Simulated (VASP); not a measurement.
# Cu12CO in VASP: single point with PBE+D3(BJ)

Aim: the single point of Cu12CO with PBE+D3(BJ).

Program: VASP 6.6.1. These are calculated values, not measurements. Logs are shortened: lines on timing, memory, paths and dates and some standing lists are left out, and cuts for length are marked.

## 1. The cell of the first run

The cell holds a slab with vacuum, 14 atoms: a = 5.039 Å, b = 5.039 Å, c = 22.872 Å, α = 90.00°, β = 90.00°, γ = 120.00°.

## 2. Single point, PBE+D3(BJ)

Input file INCAR:

```
SYSTEM = Cu12CO
PREC = Accurate ; ENCUT = 520
EDIFF = 1E-6 ; ISMEAR = 0
SIGMA = 0.1 ; LREAL = .FALSE.
LASPH = .TRUE. ; NELM = 100
ALGO = Normal ; ISIF = 2
LWAVE = .FALSE. ; LCHARG = .TRUE.
LDIPOL = .TRUE. ; IDIPOL = 3
DIPOL = 0.5 0.5 0.300 ; GGA = PE
IVDW = 12 ; LELF = .TRUE.
LVHAR = .TRUE. ; LVACPOTAV = .TRUE.
NBANDS = 84
```

Input file KPOINTS:

```
Automatic mesh
0
G
  6 6 1
  0 0 0
```

Input file POSCAR:

```
Cu12CO
1.0
    5.0393684026      0.0000000000      0.0000000000
   -2.5196842013      4.3642210557      0.0000000000
    0.0000000000      0.0000000000     22.8721942842
Cu O C
12 1 1
Direct
    0.3333333333      0.1666666667      0.1748848383
    0.3333333333      0.6666666667      0.1748848383
    0.8333333333      0.1666666667      0.1748848383
    0.8333333333      0.6666666667      0.1748848383
    0.1666666667      0.3333333333      0.2649977782
    0.1666666667      0.8333333333      0.2649977782
    0.6666666667      0.3333333333      0.2649977782
    0.6666666667      0.8333333333      0.2649977782
    0.0000000000      0.0000000000      0.3551121586
    0.0000000000      0.5000000000      0.3551121586
    0.5000000000      0.0000000000      0.3551121586
    0.5000000000      0.5000000000      0.3551121586
    0.0000000000      0.2500000000      0.4862757874
    0.0000000000      0.2500000000      0.5365551784
```

Potentials or basis: VASP PAW PBE potentials, release 64 (Cu, O, C).

The run is started by

```sh
> cat potpaw_PBE.64/Cu/POTCAR potpaw_PBE.64/O/POTCAR potpaw_PBE.64/C/POTCAR > POTCAR
> mpirun -np 1 vasp_std > vasp.out
```

OUTCAR:

```text
SYSTEM = Cu12CO
   PREC = Accurate
   ENCUT = 520
   EDIFF = 1E-6
   ISMEAR = 0
   LREAL = .FALSE.
   LASPH = .TRUE.
   NELM = 100
   ISIF = 2
   GGA = PE
   IVDW = 12
 IVDW          = 12

 ion  position               nearest neighbor table
   1  0.333  0.167  0.175-   3 2.52   3 2.52   4 2.52   2 2.52   2 2.52   4 2.52   5 2.52   7 2.52
                             6 2.52
   2  0.333  0.667  0.175-   4 2.52   4 2.52   1 2.52   1 2.52   3 2.52   3 2.52   6 2.52   8 2.52
                             5 2.52
   3  0.833  0.167  0.175-   1 2.52   1 2.52   4 2.52   4 2.52   2 2.52   2 2.52   7 2.52   5 2.52
                             8 2.52
   4  0.833  0.667  0.175-   2 2.52   2 2.52   3 2.52   3 2.52   1 2.52   1 2.52   8 2.52   6 2.52
                             7 2.52
   5  0.167  0.333  0.265-   7 2.52   7 2.52   8 2.52   6 2.52   6 2.52   8 2.52   1 2.52   3 2.52
                             2 2.52  12 2.52   9 2.52  10 2.52
   6  0.167  0.833  0.265-   8 2.52   8 2.52   5 2.52   5 2.52   7 2.52   7 2.52   2 2.52   4 2.52
                             1 2.52  11 2.52  10 2.52   9 2.52
   7  0.667  0.333  0.265-   5 2.52   5 2.52   8 2.52   8 2.52   6 2.52   6 2.52   3 2.52   1 2.52
                             4 2.52  10 2.52  11 2.52  12 2.52
   8  0.667  0.833  0.265-   6 2.52   6 2.52   7 2.52   7 2.52   5 2.52   5 2.52   4 2.52   2 2.52
                             3 2.52   9 2.52  12 2.52  11 2.52
   9  0.000  0.000  0.355-  11 2.52  11 2.52  12 2.52  10 2.52  10 2.52  12 2.52   8 2.52   5 2.52
                             6 2.52
  10  0.000  0.500  0.355-  12 2.52  12 2.52   9 2.52   9 2.52  11 2.52  11 2.52   7 2.52   6 2.52
                             5 2.52
  11  0.500  0.000  0.355-   9 2.52   9 2.52  12 2.52  12 2.52  10 2.52  10 2.52   6 2.52   7 2.52
                             8 2.52
  12  0.500  0.500  0.355-  10 2.52  10 2.52  11 2.52  11 2.52   9 2.52   9 2.52   5 2.52   8 2.52
                             7 2.52
  13  0.000  0.250  0.486-  14 1.15
  14  0.000  0.250  0.537-  13 1.15

  LATTYP: Found a hexagonal cell.
 ALAT       =     5.0393684026
 C/A-ratio  =     4.5387025629

  Lattice vectors:

 A1 = (   5.0393684026,   0.0000000000,   0.0000000000)
 A2 = (  -2.5196842013,   4.3642210557,   0.0000000000)
 A3 = (   0.0000000000,   0.0000000000,  22.8721942842)

Analysis of symmetry for initial positions (statically):
=====================================================================
 Subroutine PRICEL returns:
 Original cell was already a primitive cell.

 Routine SETGRP: Setting up the symmetry group for a
 hexagonal supercell.

 Subroutine GETGRP returns: Found  2 space group operations
 (whereof  1 operations were pure point group operations)
 out of a pool of 24 trial point group operations.

The static configuration has the point symmetry C_1 .
 The point group associated with its full space group is C_1h.

Analysis of symmetry for dynamics (positions and initial velocities):
[... 152 lines left out ...]
   IVDW    =    12    specifies the selected vdW correction
   LEPSILON=     F    determine dielectric tensor
   LRPA    =     F    only Hartree local field effects (RPA)
 non-spin polarized calculation
 Gauss-broadening in eV      SIGMA  =   0.10
  energy-cutoff  :      520.00
  volume of cell :      503.03
 maximum number of plane-waves:     13633
 NGX is ok and might be reduce to    40
   NGX = 19   NGY = 19   NGZ = 85

 number of electron     141.9999977 magnetization

 dipolmoment           0.000000      0.000000     -0.004857 electrons x Angstroem

 Free energy of the ion-electron system (eV)
  ---------------------------------------------------
  ext. energy  EPLUGINS =         0.00000000
  ---------------------------------------------------
  free energy    TOTEN  =       -55.65811026 eV

  energy without entropy =      -55.58276172  energy(sigma->0) =      -55.62043599

 E-fermi :  -0.8615     XC(G=0):  -4.9727

 val. band max:       -0.8805000942   @ k =   0.0000   0.1667   0.0000
 cond. band min:      -0.8497449431   @ k =   0.0000   0.1667   0.0000
 fundamental gap:      0.0307551511
 Fermi energy:        -0.8614505593

 k-point     1 :       0.0000    0.0000    0.0000
  band No.  band energies     occupation
      1     -25.6566      2.00000
      2     -10.6364      2.00000
      3      -9.7404      2.00000
      4      -8.1641      2.00000
      5      -8.1601      2.00000
      6      -7.6912      2.00000
[... 1107 lines left out ...]
     82       3.4581      0.00000
     83       4.0785      0.00000
 [bands above 83 left out]

------------------------ aborting loop because EDIFF is reached ----------------------------------------

 Edisp (eV)   -4.91848

 E8    (eV) :    -2.1864

  FORCE on cell =-STRESS in cart. coord.  units (eV):
  Direction    XX          YY          ZZ          XY          YZ          ZX
  --------------------------------------------------------------------------------------
  -------------------------------------------------------------------------------------
  Total      -3.10389    -3.12198     0.01258     0.01566     0.00077     0.00133
  in kB      -9.88613    -9.94374     0.04006     0.04989     0.00244     0.00423
  external pressure =       -6.60 kB  Pullay stress =        0.00 kB

 VOLUME and BASIS-vectors are now :
 -----------------------------------------------------------------------------
  energy-cutoff  :      520.00
  volume of cell :      503.03
      direct lattice vectors                 reciprocal lattice vectors
     5.039368403  0.000000000  0.000000000     0.198437566  0.114567982  0.000000000
    -2.519684201  4.364221056  0.000000000     0.000000000  0.229135964  0.000000000
     0.000000000  0.000000000 22.872194284     0.000000000  0.000000000  0.043721210

 POSITION                                       TOTAL-FORCE (eV/Angst)
 -----------------------------------------------------------------------------------
      1.25984      0.72737      4.00000         0.001177     -0.000947     -0.040610
     -0.00000      2.90948      4.00000        -0.000232      0.001493     -0.040610
      3.77953      0.72737      4.00000        -0.000791     -0.000457     -0.051769
      2.51968      2.90948      4.00000        -0.000439     -0.000254     -0.037553
      0.00000      1.45474      6.06108        -0.005405     -0.003120      0.004381
     -1.25984      3.63685      6.06108        -0.000650     -0.000375     -0.000063
      2.51968      1.45474      6.06108         0.005445     -0.002457      0.003414
      1.25984      3.63685      6.06108         0.000595      0.005944      0.003414
      0.00000      0.00000      8.12219         0.015812     -0.029208      0.007136
     -1.25984      2.18211      8.12219        -0.017389      0.028297      0.007136
      2.51968      0.00000      8.12219        -0.017002     -0.009816      0.023105
      1.25984      2.18211      8.12219         0.018912      0.010919      0.031579
     -0.62992      1.09106     11.12219        -0.000112     -0.000065      0.766608
     -0.62992      1.09106     12.27219         0.000079      0.000046     -0.676169
 -----------------------------------------------------------------------------------
    total drift:                                0.000011      0.000006     -0.008922

  FREE ENERGIE OF THE ION-ELECTRON SYSTEM (eV)
  ---------------------------------------------------
  free  energy   TOTEN  =       -60.5765946788 eV

  energy  without entropy=      -60.5012461450  energy(sigma->0) =      -60.53892041

 vacuum level on the upper side and lower side of the slab         3.887         3.926
```

Run time: 16 min. Hardware: 1 thread of Intel Xeon 6975P-C (Granite Rapids), shared host; peak memory 0.82 GiB.

What came out:

```yaml
Free_energy: -60.5766 eV
Largest_force: 0.767 eV/Å
Band_gap_on_the_k_mesh: zero (bands 71 and 72 overlap by 0.41 eV)
Dispersion_energy_per_atom: -0.351 eV
```

Forces in eV/Å, atoms in the order of the input:
```
Cu   0.001 -0.001 -0.041
Cu   0.000  0.001 -0.041
Cu  -0.001  0.000 -0.052
Cu   0.000  0.000 -0.038
Cu  -0.005 -0.003  0.004
Cu  -0.001  0.000  0.000
Cu   0.005 -0.002  0.003
Cu   0.001  0.006  0.003
Cu   0.016 -0.029  0.007
Cu  -0.017  0.028  0.007
Cu  -0.017 -0.010  0.023
Cu   0.019  0.011  0.032
O    0.000  0.000  0.767
C    0.000  0.000 -0.676
```

Levels at points of the mesh, in eV from the Fermi level:
```csv
k point,band 66,band 67,band 68,band 69,band 70,band 71,band 72,band 73,band 74,band 75
"(0.00, 0.00, 0.00)",-1.34,-1.34,-1.34,-0.11,0.03,0.03,0.03,1.21,1.21,1.22
"(0.50, 0.00, 0.00)",-1.62,-1.62,-1.54,-1.54,0.04,0.05,0.29,0.36,1.22,1.24
"(0.00, 0.50, 0.00)",-1.62,-1.62,-1.54,-1.54,0.04,0.04,0.29,0.35,1.22,1.23
```

With open d or f shells a metallic result of PBE can be an artefact of self-interaction; +U or a hybrid may open a gap.

The gap in the log of VASP goes by the Fermi energy; the results here count the filled bands.